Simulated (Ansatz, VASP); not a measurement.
# Hf: VASP beside Ansatz

```
Hf
1.0
     3.19670    0.00000    0.00000
    -1.59835    2.76842    0.00000
     0.00000    0.00000    5.05780
Hf
2
Direct
  0.33333 0.66667 0.25000
  0.66667 0.33333 0.75000
```

Alike in both runs: task single point; functional LDA; k mesh 6 × 6 × 4; occupations gaussian, width 0.1 eV; no spin polarisation.

|  | VASP | Ansatz |
| --- | --- | --- |
| version | VASP 6.6.1 | Ansatz 0.2.0 |
| potentials or method | VASP PAW LDA potentials, release 64 (Hf_pv), cutoff 520 eV | scalar-relativistic, plane waves, PAW |
| valence electrons in the cell | 20 | 52 |

Ansatz gave:

```
gap on the k mesh at the Fermi level (eV)                     : none
pressure (GPa)                                                : -7.6
traceless stress, the component that is largest in VASP (GPa) : 0.33
```

Estimate VASP's values.

gap on the k mesh at the Fermi level (eV): none; pressure (GPa): -7.6; traceless stress, the component that is largest in VASP (GPa): 0.27.

LDA's correlation is that of Perdew and Zunger in VASP and of Perdew and Wang (1992) in Ansatz. A gap of «none» marks a metal or a gap that the smearing closes. VASP's potentials hold 20 valence electrons a cell and Ansatz's 52, so a difference there can come from the potentials and not from the codes.

The k mesh is coarse, so the values compare programs but aren't converged. Neither program's run includes spin-orbit coupling.
